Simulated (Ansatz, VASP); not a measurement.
**Pb in VASP and in Ansatz**

```xyz
2
Lattice="3.5126 0.0000 0.0000 -1.7563 3.0420 0.0000 0.0000 0.0000 5.7771" Properties=species:S:1:pos:R:3 pbc="T T T"
Pb    0.0000    2.0280    1.4443
Pb    1.7563    1.0140    4.3329
```

Alike in both runs: functional r2SCAN; k mesh 12 × 12 × 6; occupations gaussian, width 0.1 eV; no spin polarisation.

Ansatz relaxed the structure, and its values are those at the end. VASP's run is a single point on that final structure, the one shown.

|  | VASP | Ansatz |
| --- | --- | --- |
| version | VASP 6.6.1 | Ansatz 0.2.0 |
| potentials or method | VASP PAW PBE potentials, release 64 (Pb_d), cutoff 520 eV | scalar-relativistic, plane waves, PAW |
| valence electrons in the cell | 28 | 28 |

```tsv
	VASP	Ansatz	Ansatz less VASP
gap on the k mesh at the Fermi level (eV)	none	none	-
pressure (GPa)	0.1	0.1	0.00
```

VASP's potentials were made for PBE, not for r2SCAN. A gap of «none» marks a metal or a gap that the smearing closes.

Neither program's run includes spin-orbit coupling.
